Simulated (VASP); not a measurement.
Al:

```
Al
1.0
     2.86428    0.00000    0.00000
    -1.43214    2.48054    0.00000
     0.00000    0.00000    9.30688
Al
4
Direct
  0.66667 0.33333 0.75000
  0.00000 0.00000 0.50000
  0.33333 0.66667 0.25000
  0.00000 0.00000 0.00000
```

This isn't the form of Al at room conditions, which is fcc.

Base run:

```yaml
Program: VASP 6.6.1
Functional: r2SCAN
Potentials_or_basis: VASP PAW PBE potentials, release 64 (Al)
Cutoff: 520 eV
k_mesh: 11 × 11 × 3
Occupations: fermi-dirac, width 0.05 eV
Spin: no spin polarisation
```

Its results: band gap on the k mesh zero (bands 6 and 7 overlap by 6.14 eV); pressure -3.1 GPa.

Task: The run is repeated on the same cell with these changes: functional from r2SCAN to PBE; further incar settings from ALGO = Normal; EDIFF = 1e-06; NBANDS = 14 to ALGO = Normal; EDIFF = 1e-07; NBANDS = 14. What comes out?

Result: Band gap on the k mesh zero (bands 6 and 7 overlap by 5.85 eV); pressure 0.2 GPa.

Caveats: the cell stands under tension (at least some runs); the PAW data sets were made with another functional, which shifts forces and pressure a little (at least some runs).
